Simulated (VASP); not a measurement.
Input of a VASP 6.6.1 run:

The input INCAR:

```
PREC = Accurate
ENCUT = 520
EDIFF = 1E-7
ISMEAR = -1
SIGMA = 0.08
LREAL = F
LASPH = T
NELM = 80
ALGO = Normal
ISIF = 2
LWAVE = F
LCHARG = F
GGA = PE
NBANDS = 12
```

The input KPOINTS:

```
regular mesh
0
Gamma
  16 16 16
```

File POSCAR:

```
Au
1.0
   -1.4518306152      1.4518306152      1.4518306152
    1.4518306152     -1.4518306152      1.4518306152
    1.4518306152      1.4518306152     -1.4518306152
Au
1
Direct
    0.0000000000      0.0000000000      0.0000000000
```

Potentials or basis: VASP PAW PBE potentials, release 64 (Au).

Run with:

```sh
$ cat potpaw_PBE.64/Au/POTCAR > POTCAR
$ mpirun -np 1 vasp_std > vasp.out
```

Problem. Predict the pressure.

Solution. 160.5 GPa.
